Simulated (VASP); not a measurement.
# Cs (P6_3/mmc) in VASP: a series of runs

The runs below take Cs through single point, with r2SCAN.

Program: VASP 6.6.1. These are calculated values, not measurements. Logs are shortened: lines on timing, memory, paths and dates and some standing lists are left out, and cuts for length are marked.

### Step 1. The cell of the first run

The structure is hexagonal, space group P6_3/mmc (No. 194). The conventional cell has a = 5.351 Å, b = 5.351 Å, c = 8.809 Å, α = 90.00°, β = 90.00°, γ = 120.00°.

This isn't the form of Cs at room conditions, which is bcc.

### Step 2. Single point, r2SCAN (109.21 Å³/atom)

The input, POSCAR:

```
Cs
1.0
    5.3506869496      0.0000000000      0.0000000000
   -2.6753434748      4.6338308261      0.0000000000
    0.0000000000      0.0000000000      8.8090432782
Cs
2
Direct
    0.3333333333      0.6666666667      0.2500000000
    0.6666666667      0.3333333333      0.7500000000
```

The input, INCAR.step1:

```
PREC = Accurate ; ENCUT = 520
ISMEAR = -1 ; SIGMA = 0.1
LREAL = F ; LASPH = T
NELM = 60 ; NBANDS = 16
GGA = PE ; ALGO = Normal
EDIFF = 1E-4 ; LWAVE = T
LCHARG = F
```

The input, INCAR.step2:

```
PREC = Accurate ; ENCUT = 520
EDIFF = 1E-6 ; ISMEAR = -1
SIGMA = 0.1 ; LREAL = F
LASPH = T ; NELM = 60
ALGO = Normal ; ISIF = 2
LWAVE = F ; LCHARG = F
METAGGA = R2SCAN ; LMIXTAU = T
NBANDS = 16 ; ISTART = 1
```

The input, KPOINTS:

```
regular mesh
0
Gamma
  8 8 4
```

Potentials or basis: VASP PAW PBE potentials, release 64 (Cs_sv).

The run is started by

```
> cat potpaw_PBE.64/Cs_sv/POTCAR > POTCAR
> cp INCAR.step1 INCAR
> mpirun -np 1 vasp_std > vasp.out
> cp INCAR.step2 INCAR
> mpirun -np 1 vasp_std > vasp.out
```

OUTCAR:

```text
PREC = Accurate
   ENCUT = 520
   EDIFF = 1E-6
   ISMEAR = -1
   LREAL = F
   LASPH = T
   NELM = 60
   ISIF = 2
   METAGGA = R2SCAN
   ISTART = 1

 ion  position               nearest neighbor table
   1  0.333  0.667  0.250-
   2  0.667  0.333  0.750-

  LATTYP: Found a hexagonal cell.
 ALAT       =     5.3506869496
 C/A-ratio  =     1.6463387526

  Lattice vectors:

 A1 = (   5.3506869496,   0.0000000000,   0.0000000000)
 A2 = (  -2.6753434748,   4.6338308261,   0.0000000000)
 A3 = (   0.0000000000,   0.0000000000,   8.8090432782)

Analysis of symmetry for initial positions (statically):
=====================================================================
 Subroutine PRICEL returns:
 Original cell was already a primitive cell.

 Routine SETGRP: Setting up the symmetry group for a
 hexagonal supercell.

 Subroutine GETGRP returns: Found 24 space group operations
 (whereof 12 operations were pure point group operations)
 out of a pool of 24 trial point group operations.

The static configuration has the point symmetry D_3d.
 The point group associated with its full space group is D_6h.

Analysis of symmetry for dynamics (positions and initial velocities):
=====================================================================
 Subroutine PRICEL returns:
 Original cell was already a primitive cell.

 Routine SETGRP: Setting up the symmetry group for a
 hexagonal supercell.

 Subroutine GETGRP returns: Found 24 space group operations
 (whereof 12 operations were pure point group operations)
 out of a pool of 24 trial point group operations.

The dynamic configuration has the point symmetry D_3d.
 The point group associated with its full space group is D_6h.

 Subroutine INISYM returns: Found 24 space group operations
 (whereof 12 operations are pure point group operations),
 and found     1 'primitive' translations

----------------------------------------------------------------------------------------

                                     Primitive cell

  volume of cell :     218.4130

  direct lattice vectors                    reciprocal lattice vectors
     5.350686950  0.000000000  0.000000000     0.186891891  0.107902083  0.000000000
    -2.675343475  4.633830826  0.000000000     0.000000000  0.215804167  0.000000000
     0.000000000  0.000000000  8.809043278     0.000000000  0.000000000  0.113519706

  length of vectors
     5.350686950  5.350686950  8.809043278     0.215804167  0.215804167  0.113519706

  position of ions in fractional coordinates (direct lattice)
     0.333333333  0.666666667  0.250000000
     0.666666667  0.333333333  0.750000000

  ion indices of the primitive-cell ions
   primitive index   ion index
                 1           1
                 2           2

----------------------------------------------------------------------------------------

 KPOINTS: regular mesh

Automatic generation of k-mesh.
 Grid dimensions read from file:
 generate k-points for:    8    8    4

 Generating k-lattice:

  Cartesian coordinates                     Fractional coordinates (reciprocal lattice)
     0.023361486  0.013487760  0.000000000     0.125000000  0.000000000  0.000000000
     0.000000000  0.026975521  0.000000000     0.000000000  0.125000000  0.000000000
     0.000000000  0.000000000  0.028379926     0.000000000  0.000000000  0.250000000

  Length of vectors
     0.026975521  0.026975521  0.028379926

  Shift w.r.t. Gamma in fractional coordinates (k-lattice)
     0.000000000  0.000000000  0.000000000

 Subroutine IBZKPT returns following result:
 ===========================================

 Found     30 irreducible k-points:

 Following reciprocal coordinates:
            Coordinates               Weight
  0.000000  0.000000  0.000000      1.000000
  0.125000  0.000000  0.000000      6.000000
  0.250000  0.000000  0.000000      6.000000
  0.375000  0.000000  0.000000      6.000000
  0.500000  0.000000  0.000000      3.000000
  0.125000  0.125000  0.000000      6.000000
[... 16 lines left out ...]
  0.250000  0.000000  0.500000      6.000000
  0.375000  0.000000  0.500000      6.000000
 [... further k-points ...]
   k-points           NKPTS =     30   k-points in BZ     NKDIM =     30   number of bands    NBANDS=     16
   number of dos      NEDOS =    301   number of ions     NIONS =      2
   total plane-waves  NPLWV = 112000
   dimension x,y,z NGX =    40 NGY =   40 NGZ =   70
   dimension x,y,z NGXF=    80 NGYF=   80 NGZF=  140
   ions per type =               2
   NGX,Y,Z   is equivalent  to a cutoff of  12.43, 12.43, 13.21 a.u.
   NGXF,Y,Z  is equivalent  to a cutoff of  24.86, 24.86, 26.42 a.u.
 SYSTEM =  unknown system
   PREC   = accura    normal or accurate (medium, high low for compatibility)
   ISTART =      1    job   : 0-new  1-cont  2-samecut
   ICHARG =      0    charge: 1-file 2-atom 10-const
   ISPIN  =      1    spin polarized calculation?
   LNONCOLLINEAR =      F non collinear calculations
   LSORBIT =      F    spin-orbit coupling
   LASPH  =      T    aspherical Exc in radial PAW
   ENCUT  =  520.0 eV  38.22 Ry    6.18 a.u.   9.95  9.95 16.38*2*pi/ulx,y,z
   NELM   =     60;   NELMIN=  2; NELMDL=  0     # of ELM steps
   EDIFF  = 0.1E-05   stopping-criterion for ELM
   LREAL  =      F    real-space projection
   EDIFFG = 0.1E-04   stopping-criterion for IOM
   NSW    =      0    number of steps for IOM
   IBRION =     -1    ionic relax: 0-MD 1-quasi-New 2-CG
   NFREE  =      0    steps in history (QN), initial steepest desc. (CG)
   ISIF   =      2    stress and relaxation
   ISYM   =      2    0-nonsym 1-usesym 2-fastsym
   POTIM  = 0.5000    time-step for ionic-motion
   TEBEG  =    0.0;   TEEND  =   0.0 temperature during run
   PSTRESS=    0.0 pullay stress
   NELECT =      18.0000    total number of electrons
   NUPDOWN=      -1.0000    fix difference up-down
   EMIN   =  10.00;   EMAX   =-10.00  energy-range for DOS
   EFERMI =   0.00;   METHOD = LEGACY
   ISMEAR =    -1;   SIGMA  =   0.10  broadening in eV -4-tet -1-fermi 0-gaus
   EFERMI_NEDOS =   21; number of points for ismear=-14 and -15
   IALGO  =     38    algorithm
   IMIX   =      4    mixing-type and parameters
     AMIX     =   0.40;   BMIX     =  1.00
     AMIX_MAG =   1.60;   BMIX_MAG =  1.00
  volume/ion in A,a.u.               =     109.21       736.96
  Fermi-wavevector in a.u.,A,eV,Ry     =   0.712426  1.346289  6.905640  0.507550
  Thomas-Fermi vector in A             =   1.799798
   LORBIT       =      0    0 simple, 1 ext, 2 COOP (PROOUT), +10 PAW based schemes
   METAGGA = R2SCAN    functional components
   LHFCALC =     F    Hartree Fock is set to
   AEXX    =    0.0000 exact exchange contribution
   IVDW    =     0    specifies the selected vdW correction
   LEPSILON=     F    determine dielectric tensor
   LRPA    =     F    only Hartree local field effects (RPA)
 non-spin polarized calculation
  energy-cutoff  :      520.00
  volume of cell :      218.41
 maximum number of plane-waves:      5908
 NGX is ok and might be reduce to    40
   NGX = 19   NGY = 19   NGZ = 33

 number of electron      17.9999999 magnetization

 Free energy of the ion-electron system (eV)
  ---------------------------------------------------
  ext. energy  EPLUGINS =         0.00000000
  ---------------------------------------------------
  free energy    TOTEN  =       -50.04577111 eV

  energy without entropy =      -49.96691759  energy(sigma->0) =      -50.00634435

 E-fermi :   0.6816     XC(G=0):  -5.7662

 val. band max:        0.6603002337   @ k =   0.3750   0.1250   0.2500
 cond. band min:       0.6878116904   @ k =   0.2500   0.0000   0.2500
 fundamental gap:      0.0275114568
 Fermi energy:         0.6815751746

 k-point     1 :       0.0000    0.0000    0.0000
  band No.  band energies     occupation
      1     -24.0827      2.00000
      2     -24.0744      2.00000
      3     -10.6054      2.00000
      4     -10.4635      2.00000
      5     -10.4635      2.00000
      6     -10.4430      2.00000
[... 8 lines left out ...]
     15       3.7404      0.00000
     16       3.7404      0.00000

 k-point     2 :       0.1250    0.0000    0.0000
  band No.  band energies     occupation
      1     -24.0815      2.00000
      2     -24.0738      2.00000
      3     -10.5970      2.00000
      4     -10.4826      2.00000
      5     -10.4694      2.00000
      6     -10.4627      2.00000
[... 8 lines left out ...]
     15       3.6456      0.00000
     16       3.7790      0.00000

 k-point     3 :       0.2500    0.0000    0.0000
  band No.  band energies     occupation
      1     -24.0787      2.00000
      2     -24.0725      2.00000
      3     -10.5747      2.00000
      4     -10.5292      2.00000
      5     -10.5083      2.00000
      6     -10.4829      2.00000
[... 8 lines left out ...]
     15       3.6140      0.00000
     16       3.9459      0.00000

 k-point     4 :       0.3750    0.0000    0.0000
  band No.  band energies     occupation
      1     -24.0755      2.00000
      2     -24.0715      2.00000
      3     -10.5760      2.00000
      4     -10.5516      2.00000
      5     -10.5469      2.00000
      6     -10.4958      2.00000
[... 8 lines left out ...]
     15       3.3715      0.00000
     16       4.4634      0.00000
[... 324 lines left out ...]
 k-point    22 :       0.1250    0.0000    0.5000
  band No.  band energies     occupation
      1     -24.0777      2.00000
      2     -24.0777      2.00000
      3     -10.5283      2.00000
      4     -10.5283      2.00000
      5     -10.4668      2.00000
      6     -10.4668      2.00000
[... 8 lines left out ...]
     15       3.5030      0.00000
     16       3.5030      0.00000

 k-point    23 :       0.2500    0.0000    0.5000
  band No.  band energies     occupation
      1     -24.0756      2.00000
      2     -24.0756      2.00000
      3     -10.5492      2.00000
      4     -10.5492      2.00000
      5     -10.4843      2.00000
      6     -10.4843      2.00000
[... 8 lines left out ...]
     15       3.7387      0.00000
     16       3.7387      0.00000

 k-point    24 :       0.3750    0.0000    0.5000
  band No.  band energies     occupation
      1     -24.0735      2.00000
      2     -24.0735      2.00000
      3     -10.5853      2.00000
      4     -10.5853      2.00000
      5     -10.4858      2.00000
      6     -10.4858      2.00000
[... 8 lines left out ...]
     15       3.8544      0.00000
     16       3.8544      0.00000

 [... further k-points ...]

------------------------ aborting loop because EDIFF is reached ----------------------------------------

  FORCE on cell =-STRESS in cart. coord.  units (eV):
  Direction    XX          YY          ZZ          XY          YZ          ZX
  --------------------------------------------------------------------------------------
  -------------------------------------------------------------------------------------
  Total        0.4008222      0.4008222      0.3629325      0.0000000      0.0000000      0.0000000
  in kB        2.9402473      2.9402473      2.6623060      0.0000000      0.0000000      0.0000000
  external PRESSURE =       2.8476002 kB  Pullay stress =       0.0000000 kB

 VOLUME and BASIS-vectors are now :
 -----------------------------------------------------------------------------
  energy-cutoff  :      520.00
  volume of cell :      218.41
      direct lattice vectors                 reciprocal lattice vectors
     5.350686950  0.000000000  0.000000000     0.186891891  0.107902083  0.000000000
    -2.675343475  4.633830826  0.000000000     0.000000000  0.215804167  0.000000000
     0.000000000  0.000000000  8.809043278     0.000000000  0.000000000  0.113519706

 POSITION                                       TOTAL-FORCE (eV/Angst)
 -----------------------------------------------------------------------------------
     -0.00000      3.08922      2.20226        -0.000000      0.000000      0.000000
      2.67534      1.54461      6.60678         0.000000     -0.000000      0.000000
 -----------------------------------------------------------------------------------
    total drift:                               -0.000000      0.000000     -0.000000

  FREE ENERGIE OF THE ION-ELECTRON SYSTEM (eV)
  ---------------------------------------------------
  free  energy   TOTEN  =       -50.0457711115 eV

  energy  without entropy=      -49.9669175868  energy(sigma->0) =      -50.00634435
```

It took 11 min on 1 thread of Oxide Virtual Turin-like, shared host; peak memory 0.36 GiB.

Results:

```yaml
Free_energy: -50.0458 eV
Pressure: 0.3 GPa
Band_gap_on_the_k_mesh: zero (bands 9 and 10 overlap by 1.75 eV)
```

Levels at points of the mesh, in eV from the Fermi level:
```
           k point  band 7  band 8  band 9  band 10  band 11  band 12
(0.00, 0.00, 0.00)  -11.12  -11.12   -1.82     0.03     0.71     2.69
(0.50, 0.00, 0.00)  -11.16  -11.15    0.05     0.31     0.75     1.03
(0.00, 0.00, 0.50)  -11.13  -11.13   -1.15    -1.15     1.77     1.77
(0.50, 0.00, 0.50)  -11.16  -11.16    0.19     0.19     0.96     0.96
```

Caveat: the PAW data sets were made with another functional, which shifts forces and pressure a little; spin-orbit coupling is left out, which moves the levels of the heavy elements.

### Step 3. Single point, r2SCAN (114.17 Å³/atom)

This run uses another cell than the first one, of 114.17 Å³/atom.

The input, POSCAR:

```
Cs
1.0
    5.4305597245      0.0000000000      0.0000000000
   -2.7152798623      4.7030026782      0.0000000000
    0.0000000000      0.0000000000      8.9405409228
Cs
2
Direct
    0.3333333333      0.6666666667      0.2500000000
    0.6666666667      0.3333333333      0.7500000000
```

The input, INCAR.step1:

```
SYSTEM = Cs
ALGO = Normal
EDIFF = 1E-4
ENCUT = 520
GGA = PE
ISMEAR = -1
LASPH = .TRUE.
LCHARG = .FALSE.
LREAL = .FALSE.
LWAVE = .TRUE.
NBANDS = 16
NELM = 60
PREC = Accurate
SIGMA = 0.1
```

The input, INCAR.step2:

```
SYSTEM = Cs
ALGO = Normal
EDIFF = 1E-6
ENCUT = 520
ISIF = 2
ISMEAR = -1
ISTART = 1
LASPH = .TRUE.
LCHARG = .FALSE.
LMIXTAU = .TRUE.
LREAL = .FALSE.
LWAVE = .FALSE.
METAGGA = R2SCAN
NBANDS = 16
NELM = 60
PREC = Accurate
SIGMA = 0.1
```

The input, KPOINTS:

```
k-points
0
G
  8 8 4
  0 0 0
```

Potentials or basis: VASP PAW PBE potentials, release 64 (Cs_sv).

The run is started by

```
> cat potpaw_PBE.64/Cs_sv/POTCAR > POTCAR
> cp INCAR.step1 INCAR
> mpirun -np 1 vasp_std > vasp.out
> cp INCAR.step2 INCAR
> mpirun -np 1 vasp_std > vasp.out
```

Wall time 9.5 min (1 thread of Oxide Virtual Turin-like, shared host); peak memory 0.37 GiB.

It converged, with:

| Quantity | Value |
| --- | --- |
| Free energy | -50.0602 eV |
| Pressure | 0.2 GPa |
| Band gap on the k mesh | zero (bands 9 and 10 overlap by 1.75 eV) |

Levels at points of the mesh, in eV from the Fermi level:
| k point | band 6 | band 7 | band 8 | band 9 | band 10 | band 11 | band 12 | band 13 |
| --- | --- | --- | --- | --- | --- | --- | --- | --- |
| (0.00, 0.00, 0.00) | -11.15 | -11.15 | -11.15 | -1.78 | 0.04 | 0.66 | 2.68 | 2.68 |
| (0.50, 0.00, 0.00) | -11.20 | -11.18 | -11.17 | 0.06 | 0.30 | 0.78 | 1.04 | 1.75 |
| (0.00, 0.00, 0.50) | -11.16 | -11.16 | -11.16 | -1.13 | -1.13 | 1.76 | 1.76 | 2.70 |
| (0.50, 0.00, 0.50) | -11.19 | -11.18 | -11.18 | 0.21 | 0.21 | 0.91 | 0.91 | 1.83 |

Caveat: the PAW data sets were made with another functional, which shifts forces and pressure a little; spin-orbit coupling is left out, which moves the levels of the heavy elements.

### Step 4. Single point, r2SCAN (119.13 Å³/atom)

This run uses another cell than the first one, of 119.13 Å³/atom.

The input, POSCAR:

```
Cs
1.0
    5.5081496320      0.0000000000      0.0000000000
   -2.7540748160      4.7701975091      0.0000000000
    0.0000000000      0.0000000000      9.0682801942
Cs
2
Direct
    0.3333333333      0.6666666667      0.2500000000
    0.6666666667      0.3333333333      0.7500000000
```

The input, INCAR.step1:

```
PREC = Accurate ; ENCUT = 520
ISMEAR = -1 ; SIGMA = 0.1
LREAL = F ; LASPH = T
NELM = 60 ; NBANDS = 16
GGA = PE ; ALGO = Normal
EDIFF = 1E-4 ; LWAVE = T
LCHARG = F
```

The input, INCAR.step2:

```
PREC = Accurate ; ENCUT = 520
EDIFF = 1E-6 ; ISMEAR = -1
SIGMA = 0.1 ; LREAL = F
LASPH = T ; NELM = 60
ALGO = Normal ; ISIF = 2
LWAVE = F ; LCHARG = F
METAGGA = R2SCAN ; LMIXTAU = T
NBANDS = 16 ; ISTART = 1
```

The input, KPOINTS:

```
regular mesh
0
Gamma
  8 8 4
```

The run is started by

```
> cat potpaw_PBE.64/Cs_sv/POTCAR > POTCAR
> cp INCAR.step1 INCAR
> mpirun -np 1 vasp_std > vasp.out
> cp INCAR.step2 INCAR
> mpirun -np 1 vasp_std > vasp.out
```

Wall time 8.2 min (1 thread of Oxide Virtual Turin-like, shared host); peak memory 0.38 GiB.

Results (log left out):

```yaml
Free_energy: -50.0683 eV
Pressure: 0.1 GPa
Band_gap_on_the_k_mesh: zero (bands 9 and 10 overlap by 1.74 eV)
```

Levels at points of the mesh, in eV from the Fermi level:
| k point | band 7 | band 8 | band 9 | band 10 | band 11 | band 12 |
| --- | --- | --- | --- | --- | --- | --- |
| (0.00, 0.00, 0.00) | -11.17 | -11.17 | -1.74 | 0.06 | 0.63 | 2.66 |
| (0.50, 0.00, 0.00) | -11.20 | -11.19 | 0.06 | 0.30 | 0.81 | 1.06 |
| (0.00, 0.00, 0.50) | -11.18 | -11.18 | -1.12 | -1.12 | 1.76 | 1.76 |
| (0.50, 0.00, 0.50) | -11.20 | -11.20 | 0.24 | 0.24 | 0.87 | 0.87 |

Caveat: the PAW data sets were made with another functional, which shifts forces and pressure a little; spin-orbit coupling is left out, which moves the levels of the heavy elements.

### Step 5. Single point, r2SCAN (124.10 Å³/atom)

This run uses another cell than the first one, of 124.10 Å³/atom.

The input, POSCAR:

```
Cs
1.0
    5.5836131139      0.0000000000      0.0000000000
   -2.7918065570      4.8355508015      0.0000000000
    0.0000000000      0.0000000000      9.1925186490
Cs
2
Direct
    0.3333333333      0.6666666667      0.2500000000
    0.6666666667      0.3333333333      0.7500000000
```

The input, INCAR.step1:

```
  PREC = Accurate
  ENCUT = 520
  ISMEAR = -1
  SIGMA = 0.1
  LREAL = False
  LASPH = True
  NELM = 100
  NBANDS = 16
  GGA = PE
  ALGO = Normal
  EDIFF = 1E-4
  LWAVE = True
  LCHARG = False
```

The input, INCAR.step2:

```
  PREC = Accurate
  ENCUT = 520
  EDIFF = 1E-6
  ISMEAR = -1
  SIGMA = 0.1
  LREAL = False
  LASPH = True
  NELM = 100
  ALGO = Normal
  ISIF = 2
  LWAVE = False
  LCHARG = False
  METAGGA = R2SCAN
  LMIXTAU = True
  NBANDS = 16
  ISTART = 1
```

The input, KPOINTS:

```
Automatic mesh
0
Gamma
  8 8 4
```

The run is started by

```
> cat potpaw_PBE.64/Cs_sv/POTCAR > POTCAR
> cp INCAR.step1 INCAR
> mpirun -np 1 vasp_std > vasp.out
> cp INCAR.step2 INCAR
> mpirun -np 1 vasp_std > vasp.out
```

Run time: 15 min. Hardware: 1 thread of Oxide Virtual Turin-like, shared host; peak memory 0.39 GiB.

It converged, with:

```
Free energy            : -50.0713 eV
Pressure               : 0.0 GPa
Band gap on the k mesh : zero (bands 9 and 10 overlap by 1.73 eV)
```

Levels at points of the mesh, in eV from the Fermi level:
| k point | band 7 | band 8 | band 9 | band 10 | band 11 | band 12 |
| --- | --- | --- | --- | --- | --- | --- |
| (0.00, 0.00, 0.00) | -11.20 | -11.20 | -1.70 | 0.07 | 0.59 | 2.65 |
| (0.50, 0.00, 0.00) | -11.22 | -11.22 | 0.06 | 0.29 | 0.84 | 1.07 |
| (0.00, 0.00, 0.50) | -11.21 | -11.21 | -1.10 | -1.10 | 1.75 | 1.75 |
| (0.50, 0.00, 0.50) | -11.23 | -11.23 | 0.26 | 0.26 | 0.84 | 0.84 |

Caveat: the PAW data sets were made with another functional, which shifts forces and pressure a little; spin-orbit coupling is left out, which moves the levels of the heavy elements.

### Step 6. Overview

```csv
cell,gap on the mesh (eV),pressure (GPa)
"a = 5.351, b = 5.351, c = 8.809 Å, angles 90.0, 90.0, 120.0°, 2 atoms",none,0.3
"a = 5.431, b = 5.431, c = 8.941 Å, angles 90.0, 90.0, 120.0°, 2 atoms",none,0.2
"a = 5.508, b = 5.508, c = 9.068 Å, angles 90.0, 90.0, 120.0°, 2 atoms",none,0.1
"a = 5.584, b = 5.584, c = 9.193 Å, angles 90.0, 90.0, 120.0°, 2 atoms",none,0.0
```

Alike in all rows: task single point; level r2SCAN; potentials or basis VASP PAW PBE potentials, release 64 (Cs_sv); no spin polarisation; k mesh 8 × 8 × 4; cutoff (eV) 520; smearing fermi-dirac 0.1 eV.

Caveats: the PAW data sets were made with another functional, which shifts forces and pressure a little; spin-orbit coupling is left out, which moves the levels of the heavy elements.

Absolute energies hang on the potentials; compare differences alone.

The gap in the log of VASP goes by the Fermi energy; the results here count the filled bands.